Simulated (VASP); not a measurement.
## Zn: density of states with PBE

The system is Zn, a slab with vacuum.

```
Zn
1.0
     2.63563    0.00000    0.00000
    -1.31781    2.28252    0.00000
     0.00000    0.00000   23.63880
Zn
4
Direct
  0.83333 0.16667 0.33843
  0.16667 0.83333 0.44614
  0.83333 0.16667 0.55386
  0.16667 0.83333 0.66157
```

* Program: VASP 6.6.1
* Task: density of states
* Functional: PBE
* Potentials or basis: VASP PAW PBE potentials, release 64 (Zn)
* Cutoff: 520 eV
* k mesh: 16 × 16 × 1
* Occupations: fermi-dirac, width 0.08 eV
* Spin: no spin polarisation
* Dipole correction: yes
* k mesh for the DOS: 24 × 24 × 1
* Occupations for the DOS: tetrahedron
* Further INCAR settings: ALGO = Normal; EDIFF = 1e-07; NBANDS = 32

* Valence electrons inside the program's atomic spheres: Zn 10.74, 10.77

Levels at points of the mesh, in eV from the Fermi level:
| k point | band 20 | band 21 | band 22 | band 23 | band 24 | band 25 | band 26 | band 27 | band 28 | band 29 |
| --- | --- | --- | --- | --- | --- | --- | --- | --- | --- | --- |
| (0.00, 0.00, 0.00) | -6.96 | -6.95 | -6.95 | -6.70 | -4.80 | -2.55 | 0.27 | 2.75 | 3.82 | 4.06 |
| (0.50, 0.00, 0.00) | -6.66 | -2.31 | -1.78 | -1.48 | -1.25 | 0.69 | 0.98 | 1.78 | 2.63 | 4.65 |

Run time: 8.1 min on 1 thread of AMD EPYC 9R45 (shared host), peak memory 0.33 GiB.
